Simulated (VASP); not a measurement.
# Ir (Fm-3m) in VASP: further runs

Ir is run at these levels: r2SCAN; tasks: single point.

Everything below comes from runs of VASP 6.6.1. Logs are shortened: lines on timing, memory, paths and dates and some standing lists are left out, and cuts for length are marked.

### Step 1. The cell of the first run

Symmetry: Fm-3m, No. 225, cubic system. The conventional cell has a = 3.684 Å, b = 3.684 Å, c = 3.684 Å, α = 90.00°, β = 90.00°, γ = 90.00°. Within 3.4 Å of Ir (site symmetry m-3m) lie 12 Ir at 2.60 Å.

### Step 2. Single point, r2SCAN (volume scaled by 0.88)

Input file POSCAR:

```
Ir
1.0
    0.0000000000      1.8418982451      1.8418982451
    1.8418982451      0.0000000000      1.8418982451
    1.8418982451      1.8418982451      0.0000000000
Ir
1
Direct
    0.0000000000      0.0000000000      0.0000000000
```

Input file INCAR.step1:

```
SYSTEM = Ir
PREC     = Accurate       ! precision mode
ENCUT    = 520            ! plane-wave cutoff, eV
ISMEAR   = 0              ! smearing method
SIGMA    = 0.1            ! smearing width, eV
LREAL    = .False.        ! projectors in reciprocal space
LASPH    = .True.         ! aspherical terms in the spheres
NELM     = 60             ! most SCF steps
NBANDS   = 10             ! bands
GGA      = PE             ! functional
ALGO     = Normal         ! electronic algorithm
EDIFF    = 1E-4           ! SCF threshold, eV
LWAVE    = .True.         ! write WAVECAR
LCHARG   = .False.        ! write CHGCAR
```

Input file INCAR.step2:

```
SYSTEM = Ir
PREC     = Accurate       ! precision mode
ENCUT    = 520            ! plane-wave cutoff, eV
EDIFF    = 1E-6           ! SCF threshold, eV
ISMEAR   = 0              ! smearing method
SIGMA    = 0.1            ! smearing width, eV
LREAL    = .False.        ! projectors in reciprocal space
LASPH    = .True.         ! aspherical terms in the spheres
NELM     = 60             ! most SCF steps
ALGO     = Normal         ! electronic algorithm
ISIF     = 2              ! what is computed and relaxed
LWAVE    = .False.        ! write WAVECAR
LCHARG   = .True.         ! write CHGCAR
METAGGA  = R2SCAN         ! meta-GGA
LMIXTAU  = .True.       
LELF     = .True.         ! ELF
LVHAR    = .True.       
NBANDS   = 10             ! bands
ISTART   = 1
```

Input file KPOINTS:

```
Automatic mesh
0
Gamma
  18 18 18
  0 0 0
```

Potentials or basis: VASP PAW PBE potentials, release 64 (Ir).

The run is started by

```console
> cat potpaw_PBE.64/Ir/POTCAR > POTCAR
> cp INCAR.step1 INCAR
> mpirun -np 1 vasp_std > vasp.out
> cp INCAR.step2 INCAR
> mpirun -np 1 vasp_std > vasp.out
```

OUTCAR:

```text
SYSTEM = Ir
   PREC = Accurate
   ENCUT = 520
   EDIFF = 1E-6
   ISMEAR = 0
   LREAL = .False.
   LASPH = .True.
   NELM = 60
   ISIF = 2
   METAGGA = R2SCAN
   ISTART = 1

 ion  position               nearest neighbor table
   1  0.000  0.000  0.000-

  LATTYP: Found a face centered cubic cell.
 ALAT       =     3.6837964902

  Lattice vectors:

 A1 = (   0.0000000000,   1.8418982451,   1.8418982451)
 A2 = (   1.8418982451,   0.0000000000,   1.8418982451)
 A3 = (   1.8418982451,   1.8418982451,   0.0000000000)

Analysis of symmetry for initial positions (statically):
=====================================================================
 Subroutine PRICEL returns:
 Original cell was already a primitive cell.

 Routine SETGRP: Setting up the symmetry group for a
 face centered cubic supercell.

 Subroutine GETGRP returns: Found 48 space group operations
 (whereof 48 operations were pure point group operations)
 out of a pool of 48 trial point group operations.

The static configuration has the point symmetry O_h .

Analysis of symmetry for dynamics (positions and initial velocities):
=====================================================================
 Subroutine PRICEL returns:
 Original cell was already a primitive cell.

 Routine SETGRP: Setting up the symmetry group for a
 face centered cubic supercell.

 Subroutine GETGRP returns: Found 48 space group operations
 (whereof 48 operations were pure point group operations)
 out of a pool of 48 trial point group operations.

The dynamic configuration has the point symmetry O_h .

 Subroutine INISYM returns: Found 48 space group operations
 (whereof 48 operations are pure point group operations),
 and found     1 'primitive' translations

----------------------------------------------------------------------------------------

                                     Primitive cell

  volume of cell :      12.4976

  direct lattice vectors                    reciprocal lattice vectors
     0.000000000  1.841898245  1.841898245    -0.271459078  0.271459078  0.271459078
     1.841898245  0.000000000  1.841898245     0.271459078 -0.271459078  0.271459078
     1.841898245  1.841898245  0.000000000     0.271459078  0.271459078 -0.271459078

  length of vectors
     2.604837479  2.604837479  2.604837479     0.470180916  0.470180916  0.470180916

  position of ions in fractional coordinates (direct lattice)
     0.000000000  0.000000000  0.000000000

  ion indices of the primitive-cell ions
   primitive index   ion index
                 1           1

----------------------------------------------------------------------------------------

 KPOINTS: Automatic mesh

Automatic generation of k-mesh.
 Grid dimensions read from file:
 generate k-points for:   18   18   18

 Generating k-lattice:

  Cartesian coordinates                     Fractional coordinates (reciprocal lattice)
    -0.015081060  0.015081060  0.015081060     0.055555556  0.000000000  0.000000000
     0.015081060 -0.015081060  0.015081060     0.000000000  0.055555556  0.000000000
     0.015081060  0.015081060 -0.015081060     0.000000000  0.000000000  0.055555556

  Length of vectors
     0.026121162  0.026121162  0.026121162

  Shift w.r.t. Gamma in fractional coordinates (k-lattice)
     0.000000000  0.000000000  0.000000000

 Subroutine IBZKPT returns following result:
 ===========================================

 Found    195 irreducible k-points:

 Following reciprocal coordinates:
            Coordinates               Weight
  0.000000  0.000000  0.000000      1.000000
  0.055556  0.000000  0.000000      8.000000
  0.111111  0.000000  0.000000      8.000000
  0.166667  0.000000  0.000000      8.000000
  0.222222  0.000000  0.000000      8.000000
  0.277778  0.000000  0.000000      8.000000
[... 16 lines left out ...]
 -0.277778  0.055556  0.000000     24.000000
 -0.222222  0.055556  0.000000     24.000000
 [... further k-points ...]
   k-points           NKPTS =    195   k-points in BZ     NKDIM =    195   number of bands    NBANDS=     10
   number of dos      NEDOS =    301   number of ions     NIONS =      1
   total plane-waves  NPLWV =   8000
   dimension x,y,z NGX =    20 NGY =   20 NGZ =   20
   dimension x,y,z NGXF=    40 NGYF=   40 NGZF=   40
   ions per type =               1
   NGX,Y,Z   is equivalent  to a cutoff of  12.76, 12.76, 12.76 a.u.
   NGXF,Y,Z  is equivalent  to a cutoff of  25.53, 25.53, 25.53 a.u.
 SYSTEM =  Ir
   PREC   = accura    normal or accurate (medium, high low for compatibility)
   ISTART =      1    job   : 0-new  1-cont  2-samecut
   ICHARG =      0    charge: 1-file 2-atom 10-const
   ISPIN  =      1    spin polarized calculation?
   LNONCOLLINEAR =      F non collinear calculations
   LSORBIT =      F    spin-orbit coupling
   LASPH  =      T    aspherical Exc in radial PAW
   ENCUT  =  520.0 eV  38.22 Ry    6.18 a.u.   4.84  4.84  4.84*2*pi/ulx,y,z
   NELM   =     60;   NELMIN=  2; NELMDL=  0     # of ELM steps
   EDIFF  = 0.1E-05   stopping-criterion for ELM
   LREAL  =      F    real-space projection
   EDIFFG = 0.1E-04   stopping-criterion for IOM
   NSW    =      0    number of steps for IOM
   IBRION =     -1    ionic relax: 0-MD 1-quasi-New 2-CG
   NFREE  =      0    steps in history (QN), initial steepest desc. (CG)
   ISIF   =      2    stress and relaxation
   ISYM   =      2    0-nonsym 1-usesym 2-fastsym
   POTIM  = 0.5000    time-step for ionic-motion
   TEBEG  =    0.0;   TEEND  =   0.0 temperature during run
   PSTRESS=    0.0 pullay stress
   NELECT =       9.0000    total number of electrons
   NUPDOWN=      -1.0000    fix difference up-down
   EMIN   =  10.00;   EMAX   =-10.00  energy-range for DOS
   EFERMI =   0.00;   METHOD = LEGACY
   ISMEAR =     0;   SIGMA  =   0.10  broadening in eV -4-tet -1-fermi 0-gaus
   EFERMI_NEDOS =   21; number of points for ismear=-14 and -15
   IALGO  =     38    algorithm
   IMIX   =      4    mixing-type and parameters
     AMIX     =   0.40;   BMIX     =  1.00
     AMIX_MAG =   1.60;   BMIX_MAG =  1.00
  volume/ion in A,a.u.               =      12.50        84.34
  Fermi-wavevector in a.u.,A,eV,Ry     =   1.467394  2.772972 29.296674  2.153245
  Thomas-Fermi vector in A             =   2.583017
   LORBIT       =      0    0 simple, 1 ext, 2 COOP (PROOUT), +10 PAW based schemes
   METAGGA = R2SCAN    functional components
   LHFCALC =     F    Hartree Fock is set to
   AEXX    =    0.0000 exact exchange contribution
   IVDW    =     0    specifies the selected vdW correction
   LEPSILON=     F    determine dielectric tensor
   LRPA    =     F    only Hartree local field effects (RPA)
 non-spin polarized calculation
 Gauss-broadening in eV      SIGMA  =   0.10
  energy-cutoff  :      520.00
  volume of cell :       12.50
 maximum number of plane-waves:       347
   NGX =  9   NGY =  9   NGZ =  9

 number of electron       9.0000000 magnetization

 Free energy of the ion-electron system (eV)
  ---------------------------------------------------
  ext. energy  EPLUGINS =         0.00000000
  ---------------------------------------------------
  free energy    TOTEN  =       -52.01989146 eV

  energy without entropy =      -52.01612244  energy(sigma->0) =      -52.01800695

 E-fermi :  12.5439     XC(G=0): -16.1946

 val. band max:       12.5433539185   @ k =  -0.3333   0.3333   0.0000
 cond. band min:      12.5455104470   @ k =   0.3333   0.1111   0.0556
 fundamental gap:      0.0021565285
 Fermi energy:        12.5438808911

 k-point     1 :       0.0000    0.0000    0.0000
  band No.  band energies     occupation
      1      -0.4747      2.00000
      2       7.6412      2.00000
      3       7.6412      2.00000
      4       7.6412      2.00000
      5      10.9606      2.00000
      6      10.9606      2.00000
      7      27.2363      0.00000
      8      33.8954      0.00000
      9      33.8954      0.00000
     10      33.8954      0.00000

 k-point     2 :       0.0556    0.0000    0.0000
  band No.  band energies     occupation
      1      -0.3100      2.00000
      2       7.5448      2.00000
      3       7.7157      2.00000
      4       7.7157      2.00000
      5      10.9075      2.00000
      6      10.9075      2.00000
      7      27.5354      0.00000
      8      33.0974      0.00000
      9      34.1760      0.00000
     10      34.1760      0.00000

 k-point     3 :       0.1111    0.0000    0.0000
  band No.  band energies     occupation
      1       0.1640      2.00000
      2       7.3011      2.00000
      3       7.9101      2.00000
      4       7.9101      2.00000
      5      10.7911      2.00000
      6      10.7911      2.00000
      7      28.3545      0.00000
      8      31.5463      0.00000
      9      34.9919      0.00000
     10      34.9919      0.00000

 k-point     4 :       0.1667    0.0000    0.0000
  band No.  band energies     occupation
      1       0.8769      2.00000
      2       7.0364      2.00000
      3       8.1238      2.00000
      4       8.1238      2.00000
      5      10.7437      2.00000
      6      10.7437      2.00000
      7      29.2064      0.00000
      8      30.2200      0.00000
      9      36.2716      0.00000
     10      36.2716      0.00000
[... 222 lines left out ...]
 k-point    22 :      -0.3333    0.0556    0.0000
  band No.  band energies     occupation
      1       2.8034      2.00000
      2       7.6994      2.00000
      3       7.8670      2.00000
      4       8.4396      2.00000
      5      12.0082      2.00000
      6      13.1691      0.00000
      7      24.8641      0.00000
      8      29.0079      0.00000
      9      35.7991      0.00000
     10      38.0448      0.00000

 k-point    23 :      -0.2778    0.0556    0.0000
  band No.  band energies     occupation
      1       2.6072      2.00000
      2       7.3530      2.00000
      3       7.9815      2.00000
      4       8.1051      2.00000
      5      11.2051      2.00000
      6      12.3832      1.97697
      7      26.4288      0.00000
      8      30.4172      0.00000
      9      37.0930      0.00000
     10      38.6216      0.00000

 k-point    24 :      -0.2222    0.0556    0.0000
  band No.  band energies     occupation
      1       2.0647      2.00000
      2       6.8460      2.00000
      3       8.1801      2.00000
      4       8.2904      2.00000
      5      10.5780      2.00000
      6      11.6847      2.00000
      7      27.8705      0.00000
      8      31.0264      0.00000
      9      36.9833      0.00000
     10      38.5318      0.00000

 [... further k-points ...]
[... 5 lines left out ...]
  --------------------------------------------------------------------------------------
  -------------------------------------------------------------------------------------
  Total        5.5740000      5.5740000      5.5740000      0.0000000      0.0000000      0.0000000
  in kB      714.5796576    714.5796576    714.5796576      0.0000000      0.0000000      0.0000000
  external PRESSURE =     714.5796576 kB  Pullay stress =       0.0000000 kB

 VOLUME and BASIS-vectors are now :
 -----------------------------------------------------------------------------
  energy-cutoff  :      520.00
  volume of cell :       12.50
      direct lattice vectors                 reciprocal lattice vectors
     0.000000000  1.841898245  1.841898245    -0.271459078  0.271459078  0.271459078
     1.841898245  0.000000000  1.841898245     0.271459078 -0.271459078  0.271459078
     1.841898245  1.841898245  0.000000000     0.271459078  0.271459078 -0.271459078

 POSITION                                       TOTAL-FORCE (eV/Angst)
 -----------------------------------------------------------------------------------
      0.00000      0.00000      0.00000         0.000000     -0.000000     -0.000000
 -----------------------------------------------------------------------------------
    total drift:                               -0.000000     -0.000000     -0.000000

  FREE ENERGIE OF THE ION-ELECTRON SYSTEM (eV)
  ---------------------------------------------------
  free  energy   TOTEN  =       -52.0198914565 eV

  energy  without entropy=      -52.0161224424  energy(sigma->0) =      -52.01800695
```

It took 3.2 min on 1 thread of AMD EPYC 7R13, shared host; peak memory 0.12 GiB.

Results:

- Free energy: -52.0199 eV
- Pressure: 71.5 GPa

Caveat: the PAW data sets were made with another functional, which shifts forces and pressure a little; spin-orbit coupling is left out, which moves the levels of the heavy elements.

### Step 3. Single point, r2SCAN (volume scaled by 0.91)

Input file POSCAR:

```
Ir
1.0
    0.0000000000      1.8625954634      1.8625954634
    1.8625954634      0.0000000000      1.8625954634
    1.8625954634      1.8625954634      0.0000000000
Ir
1
Direct
    0.0000000000      0.0000000000      0.0000000000
```

Input file INCAR.step1:

```
PREC = Accurate ; ENCUT = 520
ISMEAR = 0 ; SIGMA = 0.1
LREAL = F ; LASPH = T
NELM = 100 ; NBANDS = 10
GGA = PE ; ALGO = Normal
EDIFF = 1E-4 ; LWAVE = T
LCHARG = F
```

Input file INCAR.step2:

```
PREC = Accurate ; ENCUT = 520
EDIFF = 1E-7 ; ISMEAR = 0
SIGMA = 0.1 ; LREAL = F
LASPH = T ; NELM = 100
ALGO = Normal ; ISIF = 2
LWAVE = F ; LCHARG = F
METAGGA = R2SCAN ; LMIXTAU = T
NBANDS = 10 ; ISTART = 1
```

Input file KPOINTS:

```
Automatic mesh
0
Gamma
  18 18 18
```

Potentials or basis: VASP PAW PBE potentials, release 64 (Ir).

The run is started by

```console
> cat potpaw_PBE.64/Ir/POTCAR > POTCAR
> cp INCAR.step1 INCAR
> mpirun -np 1 vasp_std > vasp.out
> cp INCAR.step2 INCAR
> mpirun -np 1 vasp_std > vasp.out
```

It took 3.3 min on 1 thread of AMD EPYC 7R13, shared host; peak memory 0.12 GiB.

Results (log left out):

```yaml
Free_energy: -52.1797 eV
Pressure: 49.3 GPa
```

Levels at points of the mesh, in eV from the Fermi level:
```csv
k point,band 1,band 2,band 3,band 4,band 5,band 6,band 7,band 8,band 9
"(0.00, 0.00, 0.00)",-12.62,-4.66,-4.66,-4.66,-1.51,-1.51,14.80,21.24,21.24
"(0.50, 0.00, 0.00)",-9.52,-4.84,-4.84,-0.98,1.05,1.05,8.63,14.44,21.58
"(0.50, 0.50, 0.00)",-9.43,-8.78,0.96,1.76,1.79,1.79,12.38,12.74,12.74
```

Caveat: the PAW data sets were made with another functional, which shifts forces and pressure a little; spin-orbit coupling is left out, which moves the levels of the heavy elements.

(Continued in part 2 of 2.)
